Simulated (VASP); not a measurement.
Input of a VASP 6.6.1 run:

INCAR

```
SYSTEM = In4P
ALGO = Normal ; EDIFF = 1E-6
ENCUT = 520 ; GGA = PE
ISIF = 2 ; ISMEAR = 0
LASPH = .TRUE. ; LCHARG = .FALSE.
LREAL = .FALSE. ; LWAVE = .FALSE.
NBANDS = 36 ; NELM = 80
PREC = Accurate ; SIGMA = 0.1
```

File KPOINTS:

```
k-points
0
G
  4 4 4
  0 0 0
```

POSCAR

```
In4P
1.0
   -3.2711240096      3.2711240096      3.2711240096
    3.2711240096     -3.2711240096      3.2711240096
    3.2711240096      3.2711240096     -3.2711240096
In P
4 1
Direct
    0.0000000000      0.0000000000      0.5003982141
    0.5003982141      0.0000000000      0.0000000000
    0.0000000000      0.5003982141      0.0000000000
    0.4996017859      0.4996017859      0.4996017859
    0.0000000000      0.0000000000      0.0000000000
```

Potentials or basis: VASP PAW PBE potentials, release 64 (In_d, P).

The run is started by

```console
$ cat potpaw_PBE.64/In_d/POTCAR potpaw_PBE.64/P/POTCAR > POTCAR
$ mpirun -np 1 vasp_std > vasp.out
```

(1) Estimate the largest force.

(2) What does it give for the pressure?

## Answers

(1) 0.005 eV/Å.

(2) -0.4 GPa.
